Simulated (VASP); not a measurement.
Li: relaxation of shape and atoms at fixed volume with PBE

Crystal: Li.

```
Li
1.0
     2.25200    0.00000    0.00000
    -1.12600    1.95029    0.00000
     0.00000    0.00000    2.07878
Li
1
Direct
  0.00000 0.00000 0.00000
```

This isn't the form of Li at room conditions, which is bcc.

```json
{
  "Program": "VASP 6.6.1",
  "Task": "relaxation of shape and atoms at fixed volume",
  "Functional": "PBE",
  "Potentials or basis": "VASP PAW PBE potentials, release 64 (Li_sv)",
  "Cutoff": "600 eV",
  "k mesh": "16 × 16 × 15",
  "Occupations": "fermi-dirac, width 0.1 eV",
  "Spin": "no spin polarisation",
  "Dipole correction": "no",
  "Further INCAR settings": "ALGO = Normal; EDIFF = 1e-07; IBRION = 2; EDIFFG = -0.005; NSW = 50; ISIF = 4"
}
```

- Energy gained by relaxing: 2.4 meV/atom
- Ionic steps: 3
- Pressure after relaxing: 38.5 GPa
- Band gap on the k mesh: zero (an odd number of electrons rules out a gap without spin polarisation)

Stress tensor (GPa, compression positive):
```
38.51  0.00  0.00
 0.00 38.51  0.00
 0.00  0.00 38.39
```

The path:
```tsv
step	energy change (eV)	largest force (eV/Å)	pressure (GPa)	volume (Å³)
1	0.0000	0.0000	38.65	9.13
2	-0.0019	0.0000	38.55	9.13
3	-0.0024	0.0000	38.47	9.13
```

Final structure:
```
CELL_PARAMETERS angstrom
2.27074 0.00000 0.00000
-1.13537 1.96652 0.00000
0.00000 0.00000 2.04461
ATOMIC_POSITIONS crystal
Li 0.00000 0.00000 0.00000
```

Levels at points of the mesh, in eV from the Fermi level:
```
           k point  band 1  band 2  band 3  band 4  band 5
(0.00, 0.00, 0.00)  -45.95   -3.92   22.11   22.90   22.90
(0.50, 0.00, 0.00)  -45.68   -0.84    6.60   15.99   23.20
```

It took 28 s on 1 thread of Intel Xeon 8259CL, with other jobs on the host, peak memory 0.12 GiB.

Caveat: the cutoff is under 1.25 times the usual one of these potentials, so pressure, stress and relaxed cells hold a basis-set (Pulay) error.
